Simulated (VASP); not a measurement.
# Ca (P6_3/mmc) in VASP: single point with PBE

Aim: the single point of Ca with PBE.

Program: VASP 6.6.1. These are calculated values, not measurements. Logs are shortened: lines on timing, memory, paths and dates and some standing lists are left out, and cuts for length are marked.

**1. The cell of the first run**

The structure is hexagonal, space group P6_3/mmc (No. 194). The conventional cell has a = 3.902 Å, b = 3.902 Å, c = 12.809 Å, α = 90.00°, β = 90.00°, γ = 120.00°. Within 5.1 Å of Ca (site symmetry -3m) lie 12 Ca at 3.90 to 3.92 Å. Within 5.1 Å of Ca (site symmetry -6m2) lie 12 Ca at 3.90 to 3.92 Å.

This isn't the form of Ca at room conditions, which is fcc.

**2. Single point, PBE**

INCAR reads:

```
  PREC = Accurate
  ENCUT = 520
  EDIFF = 1E-6
  ISMEAR = 0
  SIGMA = 0.1
  LREAL = F
  LASPH = T
  NELM = 60
  ALGO = Fast
  ISIF = 2
  LWAVE = F
  LCHARG = F
  GGA = PE
  NBANDS = 28
```

KPOINTS reads:

```
regular mesh
0
Gamma
  18 18 4
```

POSCAR reads:

```
Ca
1.0
    3.9022065423      0.0000000000      0.0000000000
   -1.9511032712      3.3794099964      0.0000000000
    0.0000000000      0.0000000000     12.8085574511
Ca
4
Direct
    0.0000000000      0.0000000000      0.0000000000
    0.3333333333      0.6666666667      0.2500000000
    0.0000000000      0.0000000000      0.5000000000
    0.6666666667      0.3333333333      0.7500000000
```

Potentials or basis: VASP PAW PBE potentials, release 64 (Ca_sv).

The run is started by

```console
$ cat potpaw_PBE.64/Ca_sv/POTCAR > POTCAR
$ mpirun -np 1 vasp_std > vasp.out
```

OUTCAR:

```text
PREC = Accurate
   ENCUT = 520
   EDIFF = 1E-6
   ISMEAR = 0
   LREAL = F
   LASPH = T
   NELM = 60
   ISIF = 2
   GGA = PE

 ion  position               nearest neighbor table
   1  0.000  0.000  0.000-
   2  0.333  0.667  0.250-
   3  0.000  0.000  0.500-
   4  0.667  0.333  0.750-

  LATTYP: Found a hexagonal cell.
 ALAT       =     3.9022065423
 C/A-ratio  =     3.2823883903

  Lattice vectors:

 A1 = (   3.9022065423,   0.0000000000,   0.0000000000)
 A2 = (  -1.9511032712,   3.3794099964,   0.0000000000)
 A3 = (   0.0000000000,   0.0000000000,  12.8085574511)

Analysis of symmetry for initial positions (statically):
=====================================================================
 Subroutine PRICEL returns:
 Original cell was already a primitive cell.

 Routine SETGRP: Setting up the symmetry group for a
 hexagonal supercell.

 Subroutine GETGRP returns: Found 24 space group operations
 (whereof 12 operations were pure point group operations)
 out of a pool of 24 trial point group operations.

The static configuration has the point symmetry D_3d.
 The point group associated with its full space group is D_6h.

Analysis of symmetry for dynamics (positions and initial velocities):
=====================================================================
 Subroutine PRICEL returns:
 Original cell was already a primitive cell.

 Routine SETGRP: Setting up the symmetry group for a
 hexagonal supercell.

 Subroutine GETGRP returns: Found 24 space group operations
 (whereof 12 operations were pure point group operations)
 out of a pool of 24 trial point group operations.

The dynamic configuration has the point symmetry D_3d.
 The point group associated with its full space group is D_6h.

 Subroutine INISYM returns: Found 24 space group operations
 (whereof 12 operations are pure point group operations),
 and found     1 'primitive' translations

----------------------------------------------------------------------------------------

                                     Primitive cell

  volume of cell :     168.9084

  direct lattice vectors                    reciprocal lattice vectors
[... 86 lines left out ...]
   LNONCOLLINEAR =      F non collinear calculations
   LSORBIT =      F    spin-orbit coupling
   LASPH  =      T    aspherical Exc in radial PAW
   ENCUT  =  520.0 eV  38.22 Ry    6.18 a.u.   7.26  7.26 23.82*2*pi/ulx,y,z
   NELM   =     60;   NELMIN=  2; NELMDL= -5     # of ELM steps
   EDIFF  = 0.1E-05   stopping-criterion for ELM
   LREAL  =      F    real-space projection
   EDIFFG = 0.1E-04   stopping-criterion for IOM
   NSW    =      0    number of steps for IOM
   IBRION =     -1    ionic relax: 0-MD 1-quasi-New 2-CG
   NFREE  =      0    steps in history (QN), initial steepest desc. (CG)
   ISIF   =      2    stress and relaxation
   ISYM   =      2    0-nonsym 1-usesym 2-fastsym
   POTIM  = 0.5000    time-step for ionic-motion
   TEBEG  =    0.0;   TEEND  =   0.0 temperature during run
   PSTRESS=    0.0 pullay stress
   NELECT =      40.0000    total number of electrons
   NUPDOWN=      -1.0000    fix difference up-down
   EMIN   =  10.00;   EMAX   =-10.00  energy-range for DOS
   EFERMI =   0.00;   METHOD = LEGACY
   ISMEAR =     0;   SIGMA  =   0.10  broadening in eV -4-tet -1-fermi 0-gaus
   EFERMI_NEDOS =   21; number of points for ismear=-14 and -15
   IALGO  =     68    algorithm
   IMIX   =      4    mixing-type and parameters
     AMIX     =   0.40;   BMIX     =  1.00
     AMIX_MAG =   1.60;   BMIX_MAG =  1.00
  volume/ion in A,a.u.               =      42.23       284.96
  Fermi-wavevector in a.u.,A,eV,Ry     =   1.012848  1.914006 13.957694  1.025862
  Thomas-Fermi vector in A             =   2.145982
   LORBIT       =      0    0 simple, 1 ext, 2 COOP (PROOUT), +10 PAW based schemes
   GGA     = PE    functional components
   LHFCALC =     F    Hartree Fock is set to
   AEXX    =    0.0000 exact exchange contribution
   IVDW    =     0    specifies the selected vdW correction
   LEPSILON=     F    determine dielectric tensor
   LRPA    =     F    only Hartree local field effects (RPA)
 non-spin polarized calculation
 RMM-DIIS sequential band-by-band and
 Gauss-broadening in eV      SIGMA  =   0.10
  energy-cutoff  :      520.00
  volume of cell :      168.91
 maximum number of plane-waves:      4596
 NGX is ok and might be reduce to    30
   NGX = 15   NGY = 15   NGZ = 47

 number of electron      39.9999984 magnetization

 Free energy of the ion-electron system (eV)
  ---------------------------------------------------
  ext. energy  EPLUGINS =         0.00000000
  ---------------------------------------------------
  free energy    TOTEN  =        -7.71888241 eV

  energy without entropy =       -7.69304008  energy(sigma->0) =       -7.70596124

 E-fermi :   2.0042     XC(G=0):  -7.7330

 val. band max:        2.0038414288   @ k =   0.4444   0.0556   0.2500
 cond. band min:       2.0129377528   @ k =   0.1667   0.1667   0.0000
 fundamental gap:      0.0090963240
 Fermi energy:         2.0042325023

 k-point     1 :       0.0000    0.0000    0.0000
  band No.  band energies     occupation
      1     -40.0532      2.00000
      2     -40.0482      2.00000
      3     -40.0444      2.00000
      4     -40.0394      2.00000
      5     -21.1023      2.00000
      6     -21.0369      2.00000
[... 733 lines left out ...]
     27       3.4352      0.00000
     28       4.0578      0.00000

 [... further k-points ...]

------------------------ aborting loop because EDIFF is reached ----------------------------------------

  FORCE on cell =-STRESS in cart. coord.  units (eV):
  Direction    XX          YY          ZZ          XY          YZ          ZX
  --------------------------------------------------------------------------------------
  -------------------------------------------------------------------------------------
  Total        0.0011446      0.0011446      0.0738509     -0.0000000     -0.0000000      0.0000000
  in kB        0.0108575      0.0108575      0.7005107     -0.0000000     -0.0000000      0.0000000
  external PRESSURE =       0.2407419 kB  Pullay stress =       0.0000000 kB

 VOLUME and BASIS-vectors are now :
 -----------------------------------------------------------------------------
  energy-cutoff  :      520.00
  volume of cell :      168.91
      direct lattice vectors                 reciprocal lattice vectors
     3.902206542  0.000000000  0.000000000     0.256265267  0.147954821  0.000000000
    -1.951103271  3.379409996  0.000000000     0.000000000  0.295909641  0.000000000
     0.000000000  0.000000000 12.808557451     0.000000000  0.000000000  0.078072804

 POSITION                                       TOTAL-FORCE (eV/Angst)
 -----------------------------------------------------------------------------------
      0.00000      0.00000      0.00000         0.000000      0.000000     -0.000000
     -0.00000      2.25294      3.20214         0.000000     -0.000000     -0.000000
      0.00000      0.00000      6.40428         0.000000      0.000000     -0.000000
      1.95110      1.12647      9.60642        -0.000000      0.000000      0.000000
 -----------------------------------------------------------------------------------
    total drift:                               -0.000000      0.000000      0.000000

  FREE ENERGIE OF THE ION-ELECTRON SYSTEM (eV)
  ---------------------------------------------------
  free  energy   TOTEN  =        -7.7188824107 eV

  energy  without entropy=       -7.6930400785  energy(sigma->0) =       -7.70596124
```

OSZICAR:

```text
N       E                     dE             d eps       ncg     rms          rms(c)
DAV:   1     0.388696079406E+03    0.38870E+03   -0.19448E+04  6272   0.130E+03
DAV:   2     0.156729934130E+02   -0.37302E+03   -0.36901E+03  6388   0.392E+02
DAV:   3    -0.540261439463E+01   -0.21076E+02   -0.20726E+02 10184   0.693E+01
DAV:   4    -0.765637824548E+01   -0.22538E+01   -0.22377E+01  9864   0.188E+01
DAV:   5    -0.775806569539E+01   -0.10169E+00   -0.10155E+00  9108   0.362E+00    0.450E+00
RMM:   6    -0.772609613365E+01    0.31970E-01   -0.62664E-02  7428   0.196E+00    0.278E+00
RMM:   7    -0.771691772428E+01    0.91784E-02   -0.98077E-02  7881   0.293E+00    0.208E-01
RMM:   8    -0.771728032980E+01   -0.36261E-03   -0.36643E-02  8493   0.146E+00    0.109E-01
RMM:   9    -0.771846045840E+01   -0.11801E-02   -0.12657E-02  9327   0.689E-01    0.102E-01
RMM:  10    -0.771873756386E+01   -0.27711E-03   -0.25816E-03  9613   0.227E-01    0.844E-02
RMM:  11    -0.771880058456E+01   -0.63021E-04   -0.12293E-03  9077   0.195E-01    0.107E-02
RMM:  12    -0.771885026720E+01   -0.49683E-04   -0.52550E-04 10953   0.806E-02    0.151E-02
RMM:  13    -0.771886502461E+01   -0.14757E-04   -0.15442E-04 11252   0.386E-02    0.156E-02
RMM:  14    -0.771887529809E+01   -0.10273E-04   -0.77478E-05 10065   0.248E-02    0.302E-03
RMM:  15    -0.771887873489E+01   -0.34368E-05   -0.35753E-05  9060   0.166E-02    0.579E-03
RMM:  16    -0.771887974219E+01   -0.10073E-05   -0.17767E-05  7790   0.115E-02    0.108E-02
RMM:  17    -0.771888167575E+01   -0.19336E-05   -0.75788E-06  6748   0.918E-03    0.476E-03
RMM:  18    -0.771888241075E+01   -0.73500E-06   -0.34765E-06  6084   0.705E-03
   1 F= -.77188824E+01 E0= -.77059612E+01  d E =-.258423E-01
```

stdout:

```text
POSCAR found type information on POSCAR Ca
 POSCAR found :  1 types and       4 ions
 scaLAPACK will be used
 LDA part: xc-table for (Slater+PW92), standard interpolation
 POSCAR, INCAR and KPOINTS ok, starting setup
 FFT: planning ... GRIDC
 FFT: planning ... GRID_SOFT
 FFT: planning ... GRID
 WAVECAR not read
 entering main loop
WARNING in EDDRMM: call to ZHEGV failed, returncode =   8  4     18
WARNING in EDDRMM: call to ZHEGV failed, returncode =   6  3     22
WARNING in EDDRMM: call to ZHEGV failed, returncode =   8  4     15
WARNING in EDDRMM: call to ZHEGV failed, returncode =   8  4     23
WARNING in EDDRMM: call to ZHEGV failed, returncode =   6  3     22
```

It took 11 min on 1 thread of Intel Xeon Platinum 8488C (Sapphire Rapids), shared host; peak memory 0.54 GiB.

Results:

```yaml
Free_energy: -7.7189 eV
Pressure: 0.0 GPa
Band_gap_on_the_k_mesh: zero (bands 20 and 21 overlap by 0.44 eV)
```
